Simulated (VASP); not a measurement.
# Al (a cell with a defect) in VASP: further runs

Al (a cell with a defect) is run at these levels: PBEsol; tasks: single point.

All numbers are computed with VASP 6.6.1; they aren't measurements. Logs are shortened: lines on timing, memory, paths and dates and some standing lists are left out, and cuts for length are marked.

## 1. The cell of the first run

The cell holds a defect, 33 atoms: a = 8.100 Å, b = 8.100 Å, c = 8.100 Å, α = 90.00°, β = 90.00°, γ = 90.00°.

## 2. Single point, PBEsol

File INCAR:

```
SYSTEM = Al
PREC = Accurate
ENCUT = 520
EDIFF = 1E-6
ISMEAR = 0
SIGMA = 0.05
LREAL = Auto
LASPH = .True.
NELM = 100
ALGO = Normal
ISIF = 2
LWAVE = .False.
LCHARG = .True.
GGA = PS
LELF = .True.
LVHAR = .True.
NBANDS = 72
```

File KPOINTS:

```
regular mesh
0
Gamma
  3 3 3
  0 0 0
```

File POSCAR:

```
Al
1.0
    8.1000000000      0.0000000000      0.0000000000
    0.0000000000      8.1000000000      0.0000000000
    0.0000000000      0.0000000000      8.1000000000
Al
33
Direct
    0.5003965509      0.0018242527     -0.0150141696
    0.7481931148      0.2526265138      0.0024753049
    0.7631289771      0.0018245911      0.2501909501
   -0.0019322312     -0.0015611520     -0.0053515303
    0.2494478068      0.2493785009     -0.0007461901
    0.4967372729      0.4973685602     -0.0523485391
    0.7454481344      0.7453665379      0.0053286948
    0.2343813125      0.0018082689      0.2502048762
    0.4967411595      0.2004455743      0.2484765312
    0.8158598237      0.4972632685      0.2483488875
    0.5003839420      0.0018060142      0.5138224000
    0.7465588734      0.2543468298      0.4963455331
    0.7539648956     -0.0015708310      0.7490542547
    0.0022336521      0.5003304857     -0.0150852020
    0.2520666567      0.7487409318      0.0018367938
    0.0022230274      0.2345280100      0.2502073039
    0.2020065687      0.4973720168      0.2484754233
    0.4966378156      0.8140875991      0.2483412855
   -0.0019508095     -0.0015895214      0.5044876837
    0.2509584208      0.2508799020      0.4996912243
    0.4966236100      0.4972411896      0.5610172037
    0.7436612526      0.7435718819      0.4934175150
    0.2442287945     -0.0015722289      0.7490737564
    0.5003946173      0.2346904726      0.7510894621
    0.7630343026      0.5003140227      0.7510817454
    0.0022363150      0.7634554988      0.2501896784
    0.0022235868      0.5003137547      0.5138941149
    0.2537871226      0.7471080691      0.4969764560
   -0.0019399166      0.2443802226      0.7490772979
    0.2344728659      0.5003260517      0.7510841852
    0.5003830231      0.7632890067      0.7510759107
   -0.0019380916      0.7541578545      0.7490483960
    0.5122240536      0.5099401510      0.2559255623
```

Potentials or basis: VASP PAW PBE potentials, release 64 (Al).

The run is started by

```bash
cat potpaw_PBE.64/Al/POTCAR > POTCAR
mpirun -np 1 vasp_std > vasp.out
```

OUTCAR:

```text
SYSTEM = Al
   PREC = Accurate
   ENCUT = 520
   EDIFF = 1E-6
   ISMEAR = 0
   LREAL = Auto
   LASPH = .True.
   NELM = 100
   ISIF = 2
   GGA = PS

 ion  position               nearest neighbor table
   1  0.500  0.002  0.985-  18 2.62   9 2.67  24 2.67  31 2.71  13 2.81  23 2.82   5 2.86   2 2.86
                            15 2.88   7 2.88   3 3.02   8 3.04
   2  0.748  0.253  0.002-   3 2.86   1 2.86  25 2.86  10 2.86  24 2.86   6 2.88  14 2.88  16 2.88
                             9 2.88  29 2.88   4 2.89  13 2.91
   3  0.763  0.002  0.250-  18 2.64   9 2.69  16 2.70  26 2.73  19 2.80   4 2.81   2 2.86  12 2.86
                             7 2.88  22 2.88  11 3.01   1 3.02
   4  0.998  0.998  0.995-  13 2.80  32 2.81   3 2.81  26 2.81  29 2.82  23 2.82  16 2.82   8 2.82
                             5 2.88  15 2.89   2 2.89   7 2.90
   5  0.249  0.249  0.999-  14 2.86  16 2.86   1 2.86   8 2.86  24 2.86  30 2.86   6 2.87  23 2.87
                             9 2.87  29 2.87  17 2.87   4 2.88
   6  0.497  0.497  0.948-  33 2.50  30 2.65  24 2.66  31 2.68  25 2.68   5 2.87  15 2.88   2 2.88
                             7 2.88  21 3.13
   7  0.745  0.745  0.005-  25 2.86  31 2.86  10 2.87  18 2.87   3 2.88  26 2.88   1 2.88  14 2.88
                             6 2.88   4 2.90  32 2.92  13 2.92
   8  0.234  0.002  0.250-  18 2.61  16 2.66   9 2.67  26 2.70  19 2.81   4 2.82   5 2.86  20 2.86
                            15 2.88  28 2.88  11 3.03   1 3.04
   9  0.497  0.200  0.248-  33 2.51   8 2.67   1 2.67  11 2.68   3 2.69   5 2.87  20 2.88   2 2.88
[... 11 lines left out ...]
  15  0.252  0.749  0.002-  26 2.86  14 2.86  31 2.86  18 2.86  30 2.86   6 2.88   1 2.88   8 2.88
                            23 2.88  17 2.88   4 2.89  32 2.90
  16  0.002  0.235  0.250-  10 2.61   8 2.66  17 2.67   3 2.70  19 2.81   4 2.82   5 2.86  20 2.86
                             2 2.88  12 2.88  27 3.03  14 3.04
  17  0.202  0.497  0.248-  33 2.52  16 2.67  14 2.68  27 2.69  26 2.70   5 2.87  20 2.88  15 2.88
                            28 2.88  10 3.13
  18  0.497  0.814  0.248-  33 2.47   8 2.61   1 2.62  11 2.63   3 2.64  15 2.86  28 2.87   7 2.87
                            22 2.88   9 3.13
  19  0.998  0.998  0.504-  13 2.80  32 2.80   3 2.80  26 2.80  29 2.81  23 2.81  16 2.81   8 2.81
                            20 2.89  28 2.90  12 2.91  22 2.92
  20  0.251  0.251  0.500-  27 2.86  16 2.86  11 2.86   8 2.86  21 2.86  24 2.87  30 2.87  23 2.87
                             9 2.88  29 2.88  17 2.88  19 2.89
  21  0.497  0.497  0.561-  33 2.48  30 2.62  24 2.63  31 2.65  25 2.65  20 2.86  28 2.87  12 2.87
                            22 2.88   6 3.13
  22  0.744  0.744  0.493-  10 2.87  25 2.87  31 2.87  18 2.88   3 2.88  21 2.88  11 2.88  26 2.88
                            27 2.88  19 2.92  32 2.92  13 2.93  33 3.29
  23  0.244  0.998  0.749-  32 2.81  19 2.81   4 2.82  31 2.82  11 2.82  29 2.82   1 2.82  24 2.82
                             5 2.87  20 2.87  15 2.88  28 2.88
  24  0.500  0.235  0.751-  21 2.63   6 2.66   1 2.67  11 2.69  13 2.81  23 2.82   5 2.86   2 2.86
                            20 2.87  12 2.87  25 3.03  30 3.04
  25  0.763  0.500  0.751-  21 2.65   6 2.68  14 2.71  27 2.73  32 2.80  29 2.81   2 2.86   7 2.86
                            12 2.87  22 2.87  31 3.01  24 3.03
  26  0.002  0.763  0.250-  10 2.63   8 2.70  17 2.70   3 2.73  19 2.80   4 2.81  15 2.86  28 2.86
                             7 2.88  22 2.88  27 3.02  14 3.03
  27  0.002  0.500  0.514-  10 2.63  30 2.69  17 2.69  25 2.73  32 2.80  29 2.82  20 2.86  28 2.86
                            12 2.88  22 2.88  26 3.02  16 3.03
  28  0.254  0.747  0.497-  26 2.86  27 2.86  18 2.87  21 2.87  31 2.87  30 2.87  11 2.87   8 2.88
                            17 2.88  23 2.88  19 2.90  32 2.91
  29  0.998  0.244  0.749-  13 2.81  19 2.81  25 2.81   4 2.82  27 2.82  23 2.82  14 2.82  30 2.82
                             5 2.87  20 2.88   2 2.88  12 2.89
  30  0.234  0.500  0.751-  21 2.62   6 2.65  14 2.67  27 2.69  32 2.81  29 2.82   5 2.86  15 2.86
                            20 2.87  28 2.87  31 3.03  24 3.04
  31  0.500  0.763  0.751-  21 2.65   6 2.68   1 2.71  11 2.73  13 2.80  23 2.82  15 2.86   7 2.86
                            28 2.87  22 2.87  25 3.01  30 3.03
  32  0.998  0.754  0.749-  13 2.80  19 2.80  25 2.80  27 2.80   4 2.81  14 2.81  23 2.81  30 2.81
                            15 2.90  28 2.91   7 2.92  22 2.92
  33  0.512  0.510  0.256-  10 2.46  18 2.47  21 2.48   6 2.50   9 2.51  17 2.52  22 3.29

  LATTYP: Found a simple cubic cell.
 ALAT       =     8.1000000000

  Lattice vectors:

 A1 = (   8.1000000000,   0.0000000000,   0.0000000000)
 A2 = (   0.0000000000,   8.1000000000,   0.0000000000)
 A3 = (   0.0000000000,   0.0000000000,   8.1000000000)

Analysis of symmetry for initial positions (statically):
=====================================================================
 Subroutine PRICEL returns:
 Original cell was already a primitive cell.

 Routine SETGRP: Setting up the symmetry group for a
 simple cubic supercell.

 Subroutine GETGRP returns: Found  1 space group operations
 (whereof  1 operations were pure point group operations)
 out of a pool of 48 trial point group operations.

The static configuration has the point symmetry C_1 .

Analysis of symmetry for dynamics (positions and initial velocities):
=====================================================================
 Subroutine PRICEL returns:
[... 132 lines left out ...]
  0.333333  0.333333  0.000000      2.000000
  0.000000  0.333333  0.333333      2.000000
  0.333333  0.000000  0.333333      2.000000
 -0.333333  0.333333  0.000000      2.000000
 -0.333333  0.000000  0.333333      2.000000
  0.000000 -0.333333  0.333333      2.000000
  0.333333  0.333333  0.333333      2.000000
 -0.333333  0.333333  0.333333      2.000000
 -0.333333 -0.333333  0.333333      2.000000
  0.333333 -0.333333  0.333333      2.000000
   k-points           NKPTS =     14   k-points in BZ     NKDIM =     14   number of bands    NBANDS=     72
   number of dos      NEDOS =    301   number of ions     NIONS =     33
   total plane-waves  NPLWV = 216000
   dimension x,y,z NGX =    60 NGY =   60 NGZ =   60
   dimension x,y,z NGXF=   120 NGYF=  120 NGZF=  120
   ions per type =              33
   NGX,Y,Z   is equivalent  to a cutoff of  12.31, 12.31, 12.31 a.u.
   NGXF,Y,Z  is equivalent  to a cutoff of  24.63, 24.63, 24.63 a.u.
 SYSTEM =  Al
   PREC   = accura    normal or accurate (medium, high low for compatibility)
   ISTART =      0    job   : 0-new  1-cont  2-samecut
   ICHARG =      2    charge: 1-file 2-atom 10-const
   ISPIN  =      1    spin polarized calculation?
   LNONCOLLINEAR =      F non collinear calculations
   LSORBIT =      F    spin-orbit coupling
   LASPH  =      T    aspherical Exc in radial PAW
   ENCUT  =  520.0 eV  38.22 Ry    6.18 a.u.  15.06 15.06 15.06*2*pi/ulx,y,z
   NELM   =    100;   NELMIN=  2; NELMDL= -5     # of ELM steps
   EDIFF  = 0.1E-05   stopping-criterion for ELM
   LREAL  =      T    real-space projection
   EDIFFG = 0.1E-04   stopping-criterion for IOM
   NSW    =      0    number of steps for IOM
   IBRION =     -1    ionic relax: 0-MD 1-quasi-New 2-CG
   NFREE  =      0    steps in history (QN), initial steepest desc. (CG)
   ISIF   =      2    stress and relaxation
   ISYM   =      2    0-nonsym 1-usesym 2-fastsym
   POTIM  = 0.5000    time-step for ionic-motion
   TEBEG  =    0.0;   TEEND  =   0.0 temperature during run
   PSTRESS=    0.0 pullay stress
   NELECT =      99.0000    total number of electrons
   NUPDOWN=      -1.0000    fix difference up-down
   EMIN   =  10.00;   EMAX   =-10.00  energy-range for DOS
   EFERMI =   0.00;   METHOD = LEGACY
   ISMEAR =     0;   SIGMA  =   0.05  broadening in eV -4-tet -1-fermi 0-gaus
   EFERMI_NEDOS =   21; number of points for ismear=-14 and -15
   IALGO  =     38    algorithm
   IMIX   =      4    mixing-type and parameters
     AMIX     =   0.40;   BMIX     =  1.00
     AMIX_MAG =   1.60;   BMIX_MAG =  1.00
  volume/ion in A,a.u.               =      16.10       108.68
  Fermi-wavevector in a.u.,A,eV,Ry     =   0.934978  1.766853 11.894002  0.874184
  Thomas-Fermi vector in A             =   2.061839
   LORBIT       =      0    0 simple, 1 ext, 2 COOP (PROOUT), +10 PAW based schemes
   GGA     = PS    functional components
   LHFCALC =     F    Hartree Fock is set to
   AEXX    =    0.0000 exact exchange contribution
   IVDW    =     0    specifies the selected vdW correction
   LEPSILON=     F    determine dielectric tensor
   LRPA    =     F    only Hartree local field effects (RPA)
 non-spin polarized calculation
 Gauss-broadening in eV      SIGMA  =   0.05
  energy-cutoff  :      520.00
  volume of cell :      531.44
 maximum number of plane-waves:     14358
   NGX = 31   NGY = 31   NGZ = 31

 number of electron      99.0000000 magnetization

 Free energy of the ion-electron system (eV)
  ---------------------------------------------------
  ext. energy  EPLUGINS =         0.00000000
  ---------------------------------------------------
  free energy    TOTEN  =      -133.02763605 eV

  energy without entropy =     -133.01515151  energy(sigma->0) =     -133.02139378

 E-fermi :   8.2361     XC(G=0): -10.3348

 val. band max:        8.2341481450   @ k =  -0.3333   0.3333   0.0000
 cond. band min:       8.3561883285   @ k =   0.0000   0.0000   0.3333
 fundamental gap:      0.1220401836
 Fermi energy:         8.2361401256

 k-point     1 :       0.0000    0.0000    0.0000
  band No.  band energies     occupation
      1      -3.1278      2.00000
      2      -1.1333      2.00000
      3      -1.1325      2.00000
      4      -0.8569      2.00000
      5      -0.7362      2.00000
      6      -0.7357      2.00000
[... 885 lines left out ...]
     60       9.7974      0.00000
     61       9.8013      0.00000
 [bands above 61 left out]

------------------------ aborting loop because EDIFF is reached ----------------------------------------

  FORCE on cell =-STRESS in cart. coord.  units (eV):
  Direction    XX          YY          ZZ          XY          YZ          ZX
  --------------------------------------------------------------------------------------
  -------------------------------------------------------------------------------------
  Total       11.0377495     10.9490141     10.8327662     -0.0726682     -0.0545003     -0.0559042
  in kB       33.2763788     33.0088612     32.6583994     -0.2190787     -0.1643063     -0.1685388
  external PRESSURE =      32.9812131 kB  Pullay stress =       0.0000000 kB

 VOLUME and BASIS-vectors are now :
 -----------------------------------------------------------------------------
  energy-cutoff  :      520.00
  volume of cell :      531.44
      direct lattice vectors                 reciprocal lattice vectors
     8.100000000  0.000000000  0.000000000     0.123456790  0.000000000  0.000000000
     0.000000000  8.100000000  0.000000000     0.000000000  0.123456790  0.000000000
     0.000000000  0.000000000  8.100000000     0.000000000  0.000000000  0.123456790

 POSITION                                       TOTAL-FORCE (eV/Angst)
 -----------------------------------------------------------------------------------
      4.05321      0.01478      7.97839         0.001323      0.003941     -0.013030
      6.06036      2.04627      0.02005        -0.001526     -0.000796     -0.000726
      6.18134      0.01478      2.02655         0.011855      0.004761      0.001537
      8.08435      8.08735      8.05665        -0.003332     -0.001067      0.013175
      2.02053      2.01997      8.09396        -0.007029     -0.005771     -0.004612
      4.02357      4.02869      7.67598        -0.004897     -0.004782      0.000093
[... 25 lines left out ...]
      8.08430      6.10868      6.06729        -0.004071     -0.011744      0.000892
      4.14901      4.13052      2.07300         0.014809      0.013731      0.003529
 -----------------------------------------------------------------------------------
    total drift:                                0.029147      0.017960      0.002757

  FREE ENERGIE OF THE ION-ELECTRON SYSTEM (eV)
  ---------------------------------------------------
  free  energy   TOTEN  =      -133.0276360512 eV

  energy  without entropy=     -133.0151515069  energy(sigma->0) =     -133.02139378
```

It took 5.6 min on 1 thread of Intel Xeon Platinum 8488C (Sapphire Rapids), shared host; peak memory 0.64 GiB.

Results:

```yaml
Free_energy: -133.0276 eV
Pressure: 3.3 GPa
Largest_force: 0.021 eV/Å
Band_gap_on_the_k_mesh: zero (an odd number of electrons rules out a gap without spin polarisation)
```

Forces on the atoms (eV/Å):
```
Al   0.001  0.004 -0.013
Al  -0.002 -0.001 -0.001
Al   0.012  0.005  0.002
Al  -0.003 -0.001  0.013
Al  -0.007 -0.006 -0.005
Al  -0.005 -0.005  0.000
Al   0.002  0.002 -0.003
Al  -0.015  0.007  0.002
Al  -0.007 -0.002 -0.006
Al  -0.006 -0.004 -0.003
Al   0.002  0.005  0.012
Al   0.002 -0.006  0.003
Al  -0.012 -0.002  0.000
Al   0.005  0.001 -0.015
Al   0.001 -0.003  0.000
Al   0.005 -0.016  0.001
Al  -0.004 -0.006 -0.005
Al  -0.002 -0.008  0.000
Al  -0.003 -0.001 -0.014
Al   0.002  0.001 -0.004
Al   0.001  0.000 -0.007
Al   0.007  0.007  0.006
Al   0.012 -0.003  0.001
Al   0.003 -0.011  0.006
Al   0.009  0.000  0.000
Al   0.006  0.013  0.001
Al   0.005  0.001  0.013
Al  -0.005  0.002  0.002
Al  -0.004  0.013  0.001
Al  -0.011  0.003  0.006
Al   0.001  0.009  0.000
Al  -0.004 -0.012  0.001
Al   0.015  0.014  0.004
```

Caveat: the PAW data sets were made with another functional, which shifts forces and pressure a little.

(Part 1 of 2 ends here.)

The gap in the log of VASP goes by the Fermi energy; the results here count the filled bands.